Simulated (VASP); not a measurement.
Sn3Se: single point with PBE

Crystal: Sn3Se.

```
CELL_PARAMETERS angstrom
5.27945 0.00000 0.00000
2.63973 4.57214 0.00000
2.63973 1.52405 4.31066
ATOMIC_POSITIONS crystal
Sn 0.25000 0.25000 0.25000
Sn 0.75000 0.75000 0.75000
Sn 0.50000 0.50000 0.50000
Se 0.00000 0.00000 0.00000
```

```yaml
Program: VASP 6.6.1
Task: single point
Functional: PBE
Potentials_or_basis: VASP PAW PBE potentials, release 64 (Sn_d, Se)
Cutoff: 500 eV
k_mesh: 3 × 3 × 3
Occupations: fermi-dirac, width 0.1 eV
Spin: no spin polarisation
```

```
Pressure : 0.0 GPa
```

Levels at points of the mesh, in eV from the Fermi level:
```
           k point  band 21  band 22  band 23  band 24  band 25  band 26  band 27  band 28
(0.00, 0.00, 0.00)    -2.71    -2.71    -1.21    -1.21    -1.21    -0.48    -0.48    -0.48
```

It took 16 s on 1 thread of AMD EPYC 7R13 Processor (Zen 3), with other jobs on the host, peak memory 0.2 GiB.

Caveat: the k points lie up to 0.49 Å⁻¹ apart; this odd mesh misses L, where the gap lies, so gap, dielectric constants and Born charges aren't listed; spin-orbit coupling is left out, which moves the levels of the heavy elements.
